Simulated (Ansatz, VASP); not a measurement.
**Cu: VASP beside Ansatz**

POSCAR

```
Cu
1.0
    2.5811127699      0.0000000000      0.0000000000
   -1.2905563849      2.2353092287      0.0000000000
    0.0000000000      0.0000000000      4.2124526716
Cu
2
Direct
    0.3333333333      0.6666666667      0.2500000000
    0.6666666667      0.3333333333      0.7500000000
```

File INCAR.step1:

```
SYSTEM = Cu
  ALGO = Normal
  EDIFF = 1E-4
  ENCUT = 520
  GGA = PE
  ISMEAR = 0
  LASPH = .True.
  LCHARG = .False.
  LREAL = .False.
  LWAVE = .True.
  NBANDS = 18
  NELM = 80
  PREC = Accurate
  SIGMA = 0.1
```

File INCAR.step2:

```
SYSTEM = Cu
  ALGO = Normal
  EDIFF = 1E-6
  ENCUT = 520
  ISIF = 2
  ISMEAR = 0
  ISTART = 1
  LASPH = .True.
  LCHARG = .True.
  LELF = .True.
  LMIXTAU = .True.
  LREAL = .False.
  LVHAR = .True.
  LWAVE = .False.
  METAGGA = R2SCAN
  NBANDS = 18
  NELM = 80
  PREC = Accurate
  SIGMA = 0.1
```

KPOINTS

```
k-points
0
Gamma
  24 24 12
  0 0 0
```

Input for Ansatz:

```yaml
crystal:
  lattice:
    - [2.5811127699, 0.0, 0.0]
    - [-1.2905563849, 2.2353092287, 0.0]
    - [0.0, 0.0, 4.2124526716]
  atoms:
    - { symbol: Cu, position: [0.3333333333, 0.6666666667, 0.25] }
    - { symbol: Cu, position: [0.6666666667, 0.3333333333, 0.75] }
basis:
  ecutwfc: 500
kpoints:
  mp_grid: { grid: [24, 24, 12] }
hamiltonian:
  xc: r2scan
scf:
  occupations: { method: gaussian, width: 0.1 }
output:
  forces: true
  stress: true
  eigenvalues: true
```

Change from the starting cell: equal strain along all axes, cell held, atoms relaxed: +2.0 %.

Alike in both runs: task single point; functional r2SCAN; k mesh 24 × 24 × 12; occupations gaussian, width 0.1 eV; no spin polarisation.

```csv
,VASP,Ansatz
version,VASP 6.6.1,Ansatz 0.2.0
potentials or method,"VASP PAW PBE potentials, release 64 (Cu), cutoff 520 eV","scalar-relativistic, plane waves, PAW"
valence electrons in the cell,22,38
```

VASP gave:

| Item | Value |
| --- | --- |
| gap on the k mesh at the Fermi level (eV) | none |
| pressure (GPa) | -7.6 |
| traceless stress, the component that is largest in VASP (GPa) | 0.58 |

Question: What did Ansatz give for the same quantities?

Answer: gap on the k mesh at the Fermi level (eV): none; pressure (GPa): -8.3; traceless stress, the component that is largest in VASP (GPa): 0.48.

VASP's potentials were made for PBE, not for r2SCAN. A gap of «none» marks a metal or a gap that the smearing closes. VASP's potentials hold 22 valence electrons a cell and Ansatz's 38, so a difference there can come from the potentials and not from the codes.
